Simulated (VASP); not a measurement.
Ca2P, 12 atoms in the cell. Symmetry: P6/mmm, No. 191, hexagonal system. The conventional cell has a = 7.132 Å, b = 7.132 Å, c = 4.038 Å, α = 90.00°, β = 90.00°, γ = 120.00°. Within 3.8 Å of Ca (site symmetry mmm) lie 4 P at 2.88 Å and 4 Ca at 3.57 Å. Ca (site symmetry 6/mmm) has 14 Ca at 4.04 to 4.10 Å and 6 P at 4.12 Å within 5.3 Å. P (site symmetry -6m2) has 6 Ca at 2.88 Å within 3.8 Å. 

- Program: VASP 6.6.1
- Task: single point
- Functional: PBE
- Potentials or basis: VASP PAW PBE potentials, release 64 (Ca_sv, P)
- Cutoff: 520 eV
- k mesh: 3 × 3 × 2
- Occupations: gaussian, width 0.1 eV
- Spin: no spin polarisation
- Dipole correction: no
- Further INCAR settings: ALGO = Normal; EDIFF = 1e-07; NBANDS = 62

Potentials or basis: VASP PAW PBE potentials, release 64 (Ca_sv, P).

Launch:

```bash
$ cat potpaw_PBE.64/Ca_sv/POTCAR potpaw_PBE.64/P/POTCAR > POTCAR
$ mpirun -np 1 vasp_std > vasp.out
```

Hardware: 1 thread of Intel(R) Xeon(R) Platinum 8559C (Emerald Rapids), on a shared host.

**Question.** How long does it take, and how much memory?

**Answer.** Run time: 2.5 min on 1 thread of Intel(R) Xeon(R) Platinum 8559C (Emerald Rapids), on a shared host, peak memory 0.47 GiB. Counts: scf iterations 16, k points 6.
